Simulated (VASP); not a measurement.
# GaIr4 (Im-3m) in VASP: relaxation of cell and atoms with PBE

Aim: the relaxation of cell and atoms of GaIr4 with PBE.

Program: VASP 6.6.1. These are calculated values, not measurements. Logs are shortened: lines on timing, memory, paths and dates and some standing lists are left out, and cuts for length are marked.

## (1) The cell of the first run

Symmetry: Im-3m, No. 229, cubic system. The conventional cell has a = 5.578 Å, b = 5.578 Å, c = 5.578 Å, α = 90.00°, β = 90.00°, γ = 90.00°. Ga (site symmetry m-3m) has 8 Ir at 2.42 Å within 3.2 Å. Ir (site symmetry -3m) has 2 Ga at 2.42 Å and 6 Ir at 2.79 Å within 3.2 Å.

The cell was generated, and may not be a known phase.

## (2) Relaxation of cell and atoms, PBE

File INCAR:

```
SYSTEM = GaIr4
PREC = Accurate
ENCUT = 600
EDIFF = 1E-6
ISMEAR = 0
SIGMA = 0.1
LREAL = .FALSE.
LASPH = .TRUE.
NELM = 100
ALGO = Fast
ISIF = 3
LWAVE = .FALSE.
LCHARG = .FALSE.
GGA = PE
IBRION = 2
NSW = 100
EDIFFG = -0.01
```

File KPOINTS:

```
Automatic mesh
0
G
  10 10 10
  0 0 0
```

File POSCAR:

```
GaIr4
1.0
   -2.7891575513      2.7891575513      2.7891575513
    2.7891575513     -2.7891575513      2.7891575513
    2.7891575513      2.7891575513     -2.7891575513
Ga Ir
1 4
Direct
    0.0000000000      0.0000000000      0.0000000000
    0.0000000000      0.5000000000      0.0000000000
    0.5000000000      0.5000000000      0.5000000000
    0.0000000000      0.0000000000      0.5000000000
    0.5000000000      0.0000000000      0.0000000000
```

Potentials or basis: VASP PAW PBE potentials, release 64 (Ga_d, Ir).

Run with:

```console
$ cat potpaw_PBE.64/Ga_d/POTCAR potpaw_PBE.64/Ir/POTCAR > POTCAR
$ mpirun -np 1 vasp_std > vasp.out
```

OUTCAR:

```text
SYSTEM = GaIr4
   PREC = Accurate
   ENCUT = 600
   EDIFF = 1E-6
   ISMEAR = 0
   LREAL = .FALSE.
   LASPH = .TRUE.
   NELM = 100
   ISIF = 3
   GGA = PE
   IBRION = 2
   NSW = 100
   EDIFFG = -0.01

 ion  position               nearest neighbor table
   1  0.000  0.000  0.000-   2 2.42   3 2.42   4 2.42   5 2.42   4 2.42   2 2.42   5 2.42   3 2.42

   2  0.000  0.500  0.000-   1 2.42   1 2.42   4 2.79   5 2.79   3 2.79   4 2.79   3 2.79   5 2.79

   3  0.500  0.500  0.500-   1 2.42   1 2.42   4 2.79   5 2.79   5 2.79   2 2.79   4 2.79   2 2.79

   4  0.000  0.000  0.500-   1 2.42   1 2.42   3 2.79   5 2.79   2 2.79   2 2.79   5 2.79   3 2.79

   5  0.500  0.000  0.000-   1 2.42   1 2.42   3 2.79   4 2.79   3 2.79   2 2.79   4 2.79   2 2.79

  LATTYP: Found a body centered cubic cell.
 ALAT       =     5.5783151026

  Lattice vectors:

 A1 = (  -2.7891575513,   2.7891575513,   2.7891575513)
 A2 = (   2.7891575513,  -2.7891575513,   2.7891575513)
 A3 = (   2.7891575513,   2.7891575513,  -2.7891575513)

Analysis of symmetry for initial positions (statically):
=====================================================================
 Subroutine PRICEL returns:
 Original cell was already a primitive cell.

 Routine SETGRP: Setting up the symmetry group for a
 body centered cubic supercell.

 Subroutine GETGRP returns: Found 48 space group operations
 (whereof 48 operations were pure point group operations)
 out of a pool of 48 trial point group operations.

The static configuration has the point symmetry O_h .

Analysis of symmetry for dynamics (positions and initial velocities):
=====================================================================
 Subroutine PRICEL returns:
 Original cell was already a primitive cell.

 Routine SETGRP: Setting up the symmetry group for a
 body centered cubic supercell.

 Subroutine GETGRP returns: Found 48 space group operations
 (whereof 48 operations were pure point group operations)
 out of a pool of 48 trial point group operations.

The dynamic configuration has the point symmetry O_h .

 Subroutine INISYM returns: Found 48 space group operations
 (whereof 48 operations are pure point group operations),
 and found     1 'primitive' translations

----------------------------------------------------------------------------------------

                                     Primitive cell

  volume of cell :      86.7919

  direct lattice vectors                    reciprocal lattice vectors
    -2.789157551  2.789157551  2.789157551     0.000000000  0.179265599  0.179265599
     2.789157551 -2.789157551  2.789157551     0.179265599  0.000000000  0.179265599
     2.789157551  2.789157551 -2.789157551     0.179265599  0.179265599  0.000000000

  length of vectors
     4.830962589  4.830962589  4.830962589     0.253519842  0.253519842  0.253519842

  position of ions in fractional coordinates (direct lattice)
     0.000000000  0.000000000  0.000000000
     0.000000000  0.500000000  0.000000000
     0.500000000  0.500000000  0.500000000
     0.000000000  0.000000000  0.500000000
     0.500000000  0.000000000  0.000000000

  ion indices of the primitive-cell ions
   primitive index   ion index
                 1           1
                 2           2
                 3           3
                 4           4
                 5           5

----------------------------------------------------------------------------------------

 KPOINTS: Automatic mesh

Automatic generation of k-mesh.
 Grid dimensions read from file:
 generate k-points for:   10   10   10

 Generating k-lattice:

  Cartesian coordinates                     Fractional coordinates (reciprocal lattice)
     0.000000000  0.017926560  0.017926560     0.100000000  0.000000000  0.000000000
     0.017926560  0.000000000  0.017926560     0.000000000  0.100000000  0.000000000
     0.017926560  0.017926560  0.000000000     0.000000000  0.000000000  0.100000000

  Length of vectors
     0.025351984  0.025351984  0.025351984

  Shift w.r.t. Gamma in fractional coordinates (k-lattice)
     0.000000000  0.000000000  0.000000000

 Subroutine IBZKPT returns following result:
 ===========================================

 Found     47 irreducible k-points:

 Following reciprocal coordinates:
            Coordinates               Weight
  0.000000  0.000000  0.000000      1.000000
  0.100000  0.000000  0.000000     12.000000
  0.200000  0.000000  0.000000     12.000000
  0.300000  0.000000  0.000000     12.000000
  0.400000  0.000000  0.000000     12.000000
  0.500000  0.000000  0.000000      6.000000
[... 16 lines left out ...]
  0.300000  0.300000  0.100000      8.000000
 -0.300000  0.300000  0.100000     24.000000
 [... further k-points ...]
   k-points           NKPTS =     47   k-points in BZ     NKDIM =     47   number of bands    NBANDS=     29
   number of dos      NEDOS =    301   number of ions     NIONS =      5
   total plane-waves  NPLWV =  64000
   dimension x,y,z NGX =    40 NGY =   40 NGZ =   40
   dimension x,y,z NGXF=    80 NGYF=   80 NGZF=   80
   ions per type =               1   4
   NGX,Y,Z   is equivalent  to a cutoff of  13.77, 13.77, 13.77 a.u.
   NGXF,Y,Z  is equivalent  to a cutoff of  27.53, 27.53, 27.53 a.u.
 SYSTEM =  GaIr4
   PREC   = accura    normal or accurate (medium, high low for compatibility)
   ISTART =      0    job   : 0-new  1-cont  2-samecut
   ICHARG =      2    charge: 1-file 2-atom 10-const
   ISPIN  =      1    spin polarized calculation?
   LNONCOLLINEAR =      F non collinear calculations
   LSORBIT =      F    spin-orbit coupling
   LASPH  =      T    aspherical Exc in radial PAW
   ENCUT  =  600.0 eV  44.10 Ry    6.64 a.u.   9.65  9.65  9.65*2*pi/ulx,y,z
   NELM   =    100;   NELMIN=  2; NELMDL= -5     # of ELM steps
   EDIFF  = 0.1E-05   stopping-criterion for ELM
   LREAL  =      F    real-space projection
   EDIFFG = -.1E-01   stopping-criterion for IOM
   NSW    =    100    number of steps for IOM
   IBRION =      2    ionic relax: 0-MD 1-quasi-New 2-CG
   NFREE  =      1    steps in history (QN), initial steepest desc. (CG)
   ISIF   =      3    stress and relaxation
   ISYM   =      2    0-nonsym 1-usesym 2-fastsym
   POTIM  = 0.5000    time-step for ionic-motion
   TEBEG  =    0.0;   TEEND  =   0.0 temperature during run
   PSTRESS=    0.0 pullay stress
   NELECT =      49.0000    total number of electrons
   NUPDOWN=      -1.0000    fix difference up-down
   EMIN   =  10.00;   EMAX   =-10.00  energy-range for DOS
   EFERMI =   0.00;   METHOD = LEGACY
   ISMEAR =     0;   SIGMA  =   0.10  broadening in eV -4-tet -1-fermi 0-gaus
   EFERMI_NEDOS =   21; number of points for ismear=-14 and -15
   IALGO  =     68    algorithm
   IMIX   =      4    mixing-type and parameters
     AMIX     =   0.40;   BMIX     =  1.00
     AMIX_MAG =   1.60;   BMIX_MAG =  1.00
  volume/ion in A,a.u.               =      17.36       117.14
  Fermi-wavevector in a.u.,A,eV,Ry     =   1.353050  2.556894 24.908785  1.830744
  Thomas-Fermi vector in A             =   2.480338
   LORBIT       =      0    0 simple, 1 ext, 2 COOP (PROOUT), +10 PAW based schemes
   GGA     = PE    functional components
   LHFCALC =     F    Hartree Fock is set to
   AEXX    =    0.0000 exact exchange contribution
   IVDW    =     0    specifies the selected vdW correction
   LEPSILON=     F    determine dielectric tensor
   LRPA    =     F    only Hartree local field effects (RPA)
 conjugate gradient relaxation of ions
 non-spin polarized calculation
 RMM-DIIS sequential band-by-band and
 Gauss-broadening in eV      SIGMA  =   0.10
  energy-cutoff  :      600.00
  volume of cell :       86.79
 maximum number of plane-waves:      2914
   NGX = 19   NGY = 19   NGZ = 19

--------------------------------------- Ionic step        1  -------------------------------------------

 number of electron      48.9999995 magnetization

 Free energy of the ion-electron system (eV)
  ---------------------------------------------------
  ext. energy  EPLUGINS =         0.00000000
  ---------------------------------------------------
  free energy    TOTEN  =       -33.65619315 eV

  energy without entropy =      -33.62165710  energy(sigma->0) =      -33.63892513

------------------------ aborting loop because EDIFF is reached ----------------------------------------

  FORCE on cell =-STRESS in cart. coord.  units (eV):
  Direction    XX          YY          ZZ          XY          YZ          ZX
  --------------------------------------------------------------------------------------
  -------------------------------------------------------------------------------------
  Total        0.2508134      0.2508134      0.2508134     -0.0000000     -0.0000000     -0.0000000
  in kB        4.6300134      4.6300134      4.6300134     -0.0000000     -0.0000000     -0.0000000
  external PRESSURE =       4.6300134 kB  Pullay stress =       0.0000000 kB
[... 63 lines left out ...]
  energy  without entropy=      -33.6202874295  energy(sigma->0) =      -33.63773429

--------------------------------------- Ionic step        3  -------------------------------------------

 number of electron      48.9999993 magnetization

 Free energy of the ion-electron system (eV)
  ---------------------------------------------------
  ext. energy  EPLUGINS =         0.00000000
  ---------------------------------------------------
  free energy    TOTEN  =       -33.65647924 eV

  energy without entropy =      -33.62183165  energy(sigma->0) =      -33.63915544

 E-fermi :   6.2370     XC(G=0): -12.2826

 val. band max:        6.2345782647   @ k =   0.3000   0.0000   0.0000
 cond. band min:       6.2393357314   @ k =  -0.3000   0.3000   0.2000
 fundamental gap:      0.0047574667
 Fermi energy:         6.2369903176

 k-point     1 :       0.0000    0.0000    0.0000
  band No.  band energies     occupation
      1      -8.1355      2.00000
      2      -8.1355      2.00000
      3      -8.1355      2.00000
      4      -7.9546      2.00000
      5      -7.9546      2.00000
      6      -4.1992      2.00000
[... 757 lines left out ...]
     28       8.1975      0.00000
     29       9.7739      0.00000

 [... further k-points ...]

------------------------ aborting loop because EDIFF is reached ----------------------------------------

  FORCE on cell =-STRESS in cart. coord.  units (eV):
  Direction    XX          YY          ZZ          XY          YZ          ZX
  --------------------------------------------------------------------------------------
  -------------------------------------------------------------------------------------
  Total        0.0046628      0.0046628      0.0046628      0.0000000     -0.0000000      0.0000000
  in kB        0.0858758      0.0858758      0.0858758      0.0000000     -0.0000000      0.0000000
  external PRESSURE =       0.0858758 kB  Pullay stress =       0.0000000 kB
[... 20 lines left out ...]
  FREE ENERGIE OF THE ION-ELECTRON SYSTEM (eV)
  ---------------------------------------------------
  free  energy   TOTEN  =       -33.6564792360 eV

  energy  without entropy=      -33.6218316528  energy(sigma->0) =      -33.63915544

 reached required accuracy - stopping structural energy minimisation
```

It took 5.2 min on 1 thread of AMD EPYC 9R45 (Zen 5), shared host; peak memory 0.3 GiB.

What came out:

| Item | Value |
| --- | --- |
| Free energy | -33.6565 eV |
| Relaxed volume | 17.40 Å³/atom |
| Relaxed cell | a = 4.835 Å, b = 4.835 Å, c = 4.835 Å, α = 109.47°, β = 109.47°, γ = 109.47° |
| Space group after relaxing (to 0.1 Å) | Im-3m (No. 229) |
| Energy gained by relaxing | 0.1 meV/atom |
| Ionic steps | 3 |
| Pressure after relaxing | 0.0 GPa |

Step by step:
```csv
step,energy change (eV),largest force (eV/Å),pressure (GPa),volume (Å³)
1,0.0000,0.0000,0.46,86.79
2,0.0010,0.0000,-0.96,87.42
3,-0.0003,0.0000,0.01,86.99
```

Final structure:
```xyz
5
Lattice="-2.7913 2.7913 2.7913 2.7913 -2.7913 2.7913 2.7913 2.7913 -2.7913" Properties=species:S:1:pos:R:3 pbc="T T T"
Ga    0.0000    0.0000    0.0000
Ir    1.3957   -1.3957    1.3957
Ir    1.3957    1.3957    1.3957
Ir    1.3957    1.3957   -1.3957
Ir   -1.3957    1.3957    1.3957
```

Caveat: the highest band is partly filled, so the run has too few bands; spin-orbit coupling is left out, which moves the levels of the heavy elements.
